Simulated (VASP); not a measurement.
# Rh (P2_1/m) in VASP: single point with PBEsol

Aim: the single point of Rh with PBEsol.

All numbers are computed with VASP 6.6.1; they aren't measurements. Logs are shortened: lines on timing, memory, paths and dates and some standing lists are left out, and cuts for length are marked.

## (1) The cell of the first run

Symmetry: P2_1/m, No. 11, monoclinic system. Conventional cell: a = 2.731 Å, b = 4.428 Å, c = 2.731 Å, α = 90.00°, β = 120.00°, γ = 90.00°. Within 3.5 Å of Rh (site symmetry m) lie 12 Rh at 2.64 to 2.84 Å.

## (2) Single point, PBEsol (atom 1 (Rh) moved by (-0.150, -0.150) A along x and y)

Contents of INCAR:

```
SYSTEM = Rh
PREC     = Accurate       ! precision mode
ENCUT    = 520            ! plane-wave cutoff, eV
EDIFF    = 1E-6           ! SCF threshold, eV
ISMEAR   = 0              ! smearing method
SIGMA    = 0.15           ! smearing width, eV
LREAL    = .FALSE.        ! projectors in reciprocal space
LASPH    = .TRUE.         ! aspherical terms in the spheres
NELM     = 100            ! most SCF steps
ALGO     = Fast           ! electronic algorithm
ISIF     = 2              ! what is computed and relaxed
LWAVE    = .FALSE.        ! write WAVECAR
LCHARG   = .FALSE.        ! write CHGCAR
GGA      = PS             ! functional
NBANDS   = 22             ! bands
```

Contents of KPOINTS:

```
regular mesh
0
G
  18 18 12
  0 0 0
```

Contents of POSCAR:

```
Rh
1.0
    2.7309790422      0.0000000000      0.0000000000
   -1.3654895211      2.3650972278      0.0000000000
    0.0000000000      0.0000000000      4.4284890000
Rh
2
Direct
    0.5800301394      0.2699109936      0.7500000000
    0.3333333333      0.6666666667      0.2500000000
```

Potentials or basis: VASP PAW PBE potentials, release 64 (Rh_pv).

Launch:

```sh
cat potpaw_PBE.64/Rh_pv/POTCAR > POTCAR
mpirun -np 1 vasp_std > vasp.out
```

OUTCAR:

```text
SYSTEM = Rh
   PREC = Accurate
   ENCUT = 520
   EDIFF = 1E-6
   ISMEAR = 0
   LREAL = .FALSE.
   LASPH = .TRUE.
   NELM = 100
   ISIF = 2
   GGA = PS

 ion  position               nearest neighbor table
   1  0.580  0.270  0.750-   2 2.64   2 2.64   2 2.69   2 2.69   2 2.84   2 2.84
   2  0.333  0.667  0.250-   1 2.64   1 2.64   1 2.69   1 2.69   1 2.84   1 2.84

  LATTYP: Found a hexagonal cell.
 ALAT       =     2.7309790422
 C/A-ratio  =     1.6215756077

  Lattice vectors:

 A1 = (   2.7309790422,   0.0000000000,   0.0000000000)
 A2 = (  -1.3654895211,   2.3650972278,   0.0000000000)
 A3 = (   0.0000000000,   0.0000000000,   4.4284890000)

Analysis of symmetry for initial positions (statically):
=====================================================================
 Subroutine PRICEL returns:
 Original cell was already a primitive cell.

 Routine SETGRP: Setting up the symmetry group for a
 hexagonal supercell.

 Subroutine GETGRP returns: Found  4 space group operations
 (whereof  1 operations were pure point group operations)
 out of a pool of 24 trial point group operations.

The static configuration has the point symmetry C_1 .
 The point group associated with its full space group is C_2h.

Analysis of symmetry for dynamics (positions and initial velocities):
=====================================================================
 Subroutine PRICEL returns:
 Original cell was already a primitive cell.

 Routine SETGRP: Setting up the symmetry group for a
 hexagonal supercell.

 Subroutine GETGRP returns: Found  4 space group operations
 (whereof  1 operations were pure point group operations)
 out of a pool of 24 trial point group operations.

The dynamic configuration has the point symmetry C_1 .
 The point group associated with its full space group is C_2h.

 Subroutine INISYM returns: Found  4 space group operations
 (whereof  1 operations are pure point group operations),
 and found     1 'primitive' translations

----------------------------------------------------------------------------------------

                                     Primitive cell

  volume of cell :      28.6037

  direct lattice vectors                    reciprocal lattice vectors
     2.730979042  0.000000000  0.000000000     0.366169049  0.211407799  0.000000000
    -1.365489521  2.365097228  0.000000000     0.000000000  0.422815599  0.000000000
     0.000000000  0.000000000  4.428489000     0.000000000  0.000000000  0.225810655

  length of vectors
     2.730979042  2.730979042  4.428489000     0.422815599  0.422815599  0.225810655

  position of ions in fractional coordinates (direct lattice)
     0.580030139  0.269910994  0.750000000
     0.333333333  0.666666667  0.250000000

  ion indices of the primitive-cell ions
   primitive index   ion index
                 1           1
                 2           2

----------------------------------------------------------------------------------------

 KPOINTS: regular mesh

Automatic generation of k-mesh.
 Grid dimensions read from file:
 generate k-points for:   18   18   12

 Generating k-lattice:

  Cartesian coordinates                     Fractional coordinates (reciprocal lattice)
     0.020342725  0.011744878  0.000000000     0.055555556  0.000000000  0.000000000
     0.000000000  0.023489755  0.000000000     0.000000000  0.055555556  0.000000000
     0.000000000  0.000000000  0.018817555     0.000000000  0.000000000  0.083333333

  Length of vectors
     0.023489755  0.023489755  0.018817555

  Shift w.r.t. Gamma in fractional coordinates (k-lattice)
     0.000000000  0.000000000  0.000000000

 Subroutine IBZKPT returns following result:
 ===========================================

 Found   1148 irreducible k-points:

 Following reciprocal coordinates:
            Coordinates               Weight
  0.000000  0.000000  0.000000      1.000000
  0.055556  0.000000  0.000000      2.000000
  0.000000  0.055556  0.000000      2.000000
 -0.055556  0.055556  0.000000      2.000000
  0.111111  0.000000  0.000000      2.000000
  0.000000  0.111111  0.000000      2.000000
[... 16 lines left out ...]
  0.444444 -0.000000  0.000000      2.000000
  0.000000  0.444444  0.000000      2.000000
 [... further k-points ...]
   k-points           NKPTS =   1148   k-points in BZ     NKDIM =   1148   number of bands    NBANDS=     22
   number of dos      NEDOS =    301   number of ions     NIONS =      2
   total plane-waves  NPLWV =  14400
   dimension x,y,z NGX =    20 NGY =   20 NGZ =   36
   dimension x,y,z NGXF=    40 NGYF=   40 NGZF=   72
   ions per type =               2
   NGX,Y,Z   is equivalent  to a cutoff of  12.17, 12.17, 13.51 a.u.
   NGXF,Y,Z  is equivalent  to a cutoff of  24.35, 24.35, 27.03 a.u.
 SYSTEM =  Rh
   PREC   = accura    normal or accurate (medium, high low for compatibility)
   ISTART =      0    job   : 0-new  1-cont  2-samecut
   ICHARG =      2    charge: 1-file 2-atom 10-const
   ISPIN  =      1    spin polarized calculation?
   LNONCOLLINEAR =      F non collinear calculations
   LSORBIT =      F    spin-orbit coupling
   LASPH  =      T    aspherical Exc in radial PAW
   ENCUT  =  520.0 eV  38.22 Ry    6.18 a.u.   5.08  5.08  8.23*2*pi/ulx,y,z
   NELM   =    100;   NELMIN=  2; NELMDL= -5     # of ELM steps
   EDIFF  = 0.1E-05   stopping-criterion for ELM
   LREAL  =      F    real-space projection
   EDIFFG = 0.1E-04   stopping-criterion for IOM
   NSW    =      0    number of steps for IOM
   IBRION =     -1    ionic relax: 0-MD 1-quasi-New 2-CG
   NFREE  =      0    steps in history (QN), initial steepest desc. (CG)
   ISIF   =      2    stress and relaxation
   ISYM   =      2    0-nonsym 1-usesym 2-fastsym
   POTIM  = 0.5000    time-step for ionic-motion
   TEBEG  =    0.0;   TEEND  =   0.0 temperature during run
   PSTRESS=    0.0 pullay stress
   NELECT =      30.0000    total number of electrons
   NUPDOWN=      -1.0000    fix difference up-down
   EMIN   =  10.00;   EMAX   =-10.00  energy-range for DOS
   EFERMI =   0.00;   METHOD = LEGACY
   ISMEAR =     0;   SIGMA  =   0.15  broadening in eV -4-tet -1-fermi 0-gaus
   EFERMI_NEDOS =   21; number of points for ismear=-14 and -15
   IALGO  =     68    algorithm
   IMIX   =      4    mixing-type and parameters
     AMIX     =   0.40;   BMIX     =  1.00
     AMIX_MAG =   1.60;   BMIX_MAG =  1.00
  volume/ion in A,a.u.               =      14.30        96.51
  Fermi-wavevector in a.u.,A,eV,Ry     =   1.663314  3.143208 37.642066  2.766614
  Thomas-Fermi vector in A             =   2.750053
   LORBIT       =      0    0 simple, 1 ext, 2 COOP (PROOUT), +10 PAW based schemes
   GGA     = PS    functional components
   LHFCALC =     F    Hartree Fock is set to
   AEXX    =    0.0000 exact exchange contribution
   IVDW    =     0    specifies the selected vdW correction
   LEPSILON=     F    determine dielectric tensor
   LRPA    =     F    only Hartree local field effects (RPA)
 non-spin polarized calculation
 RMM-DIIS sequential band-by-band and
 Gauss-broadening in eV      SIGMA  =   0.15
  energy-cutoff  :      520.00
  volume of cell :       28.60
 maximum number of plane-waves:       785
   NGX = 11   NGY = 11   NGZ = 17

 number of electron      30.0000005 magnetization

 Free energy of the ion-electron system (eV)
  ---------------------------------------------------
  ext. energy  EPLUGINS =         0.00000000
  ---------------------------------------------------
  free energy    TOTEN  =       -16.07039599 eV

  energy without entropy =      -16.02818784  energy(sigma->0) =      -16.04929192

 E-fermi :  11.1091     XC(G=0): -13.9604

 val. band max:       11.1089984745   @ k =   0.3889   0.1111   0.2500
 cond. band min:      11.1097362029   @ k =  -0.0556   0.2222   0.4167
 fundamental gap:      0.0007377284
 Fermi energy:        11.1091055375

 k-point     1 :       0.0000    0.0000    0.0000
  band No.  band energies     occupation
      1     -35.8813      2.00000
      2     -35.3422      2.00000
      3     -35.2205      2.00000
      4     -35.2030      2.00000
      5     -35.2001      2.00000
      6     -35.1816      2.00000
[... 14 lines left out ...]
     21      29.0765      0.00000
     22      29.3345      0.00000

 k-point     2 :       0.0556    0.0000    0.0000
  band No.  band energies     occupation
      1     -35.8763      2.00000
      2     -35.3463      2.00000
      3     -35.2363      2.00000
      4     -35.2060      2.00000
      5     -35.2014      2.00000
      6     -35.1950      2.00000
[... 14 lines left out ...]
     21      29.1643      0.00000
     22      29.2970      0.00000

 k-point     3 :       0.0000    0.0556    0.0000
  band No.  band energies     occupation
      1     -35.8743      2.00000
      2     -35.3542      2.00000
      3     -35.2309      2.00000
      4     -35.2127      2.00000
      5     -35.2034      2.00000
      6     -35.1860      2.00000
[... 14 lines left out ...]
     21      29.2185      0.00000
     22      29.4694      0.00000

 k-point     4 :      -0.0556    0.0556    0.0000
  band No.  band energies     occupation
      1     -35.8747      2.00000
      2     -35.3528      2.00000
      3     -35.2321      2.00000
      4     -35.2136      2.00000
      5     -35.2030      2.00000
      6     -35.1852      2.00000
[... 14 lines left out ...]
     21      29.2100      0.00000
     22      29.4405      0.00000

 k-point     5 :       0.1111    0.0000    0.0000
  band No.  band energies     occupation
      1     -35.8615      2.00000
      2     -35.3583      2.00000
      3     -35.2819      2.00000
      4     -35.2341      2.00000
      5     -35.2139      2.00000
      6     -35.2052      2.00000
[... 417 lines left out ...]
 k-point    22 :      -0.3889    0.3889    0.0000
  band No.  band energies     occupation
      1     -35.7220      2.00000
      2     -35.6344      2.00000
      3     -35.6330      2.00000
      4     -35.3818      2.00000
      5     -35.3398      2.00000
      6     -35.2595      2.00000
[... 14 lines left out ...]
     21      25.1711      0.00000
     22      26.0455      0.00000

 k-point    23 :       0.4444   -0.0000    0.0000
  band No.  band energies     occupation
      1     -35.7226      2.00000
      2     -35.6972      2.00000
      3     -35.6051      2.00000
      4     -35.4699      2.00000
      5     -35.2975      2.00000
      6     -35.2621      2.00000
[... 14 lines left out ...]
     21      24.2383      0.00000
     22      26.1827      0.00000

 k-point    24 :       0.0000    0.4444    0.0000
  band No.  band energies     occupation
      1     -35.7664      2.00000
      2     -35.6819      2.00000
      3     -35.5451      2.00000
      4     -35.4176      2.00000
      5     -35.3902      2.00000
      6     -35.2612      2.00000
[... 14 lines left out ...]
     21      24.3709      0.00000
     22      24.9231      0.00000

 [... further k-points ...]
[... 5 lines left out ...]
  --------------------------------------------------------------------------------------
  -------------------------------------------------------------------------------------
  Total       -2.5030493     -2.0882363     -2.1098562     -0.1244246      0.0000000      0.0000000
  in kB     -140.2029164   -116.9680617   -118.1790495     -6.9693746      0.0000000      0.0000000
  external PRESSURE =    -125.1166759 kB  Pullay stress =       0.0000000 kB

 VOLUME and BASIS-vectors are now :
 -----------------------------------------------------------------------------
  energy-cutoff  :      520.00
  volume of cell :       28.60
      direct lattice vectors                 reciprocal lattice vectors
     2.730979042  0.000000000  0.000000000     0.366169049  0.211407799  0.000000000
    -1.365489521  2.365097228  0.000000000     0.000000000  0.422815599  0.000000000
     0.000000000  0.000000000  4.428489000     0.000000000  0.000000000  0.225810655

 POSITION                                       TOTAL-FORCE (eV/Angst)
 -----------------------------------------------------------------------------------
      1.21549      0.63837      3.32137         0.430827      0.507081      0.000000
     -0.00000      1.57673      1.10712        -0.430827     -0.507081      0.000000
 -----------------------------------------------------------------------------------
    total drift:                               -0.000002      0.000003      0.000000

  FREE ENERGIE OF THE ION-ELECTRON SYSTEM (eV)
  ---------------------------------------------------
  free  energy   TOTEN  =       -16.0703959862 eV

  energy  without entropy=      -16.0281878445  energy(sigma->0) =      -16.04929192
```

Wall time 17 min (1 thread of Oxide Virtual Turin-like, shared host); peak memory 0.56 GiB.

Results:

```
Free energy            : -16.0704 eV
Pressure               : -12.5 GPa
Largest force          : 0.665 eV/Å
Band gap on the k mesh : zero (bands 15 and 16 overlap by 2.34 eV)
```

Forces on the atoms (eV/Å):
```
Rh   0.431  0.507  0.000
Rh  -0.431 -0.507  0.000
```

Caveat: the cell differs from its parent crystal (atom 1 (Rh) moved by (-0.150, -0.150) A along x and y); the cell stands under tension; the PAW data sets were made with another functional, which shifts forces and pressure a little.
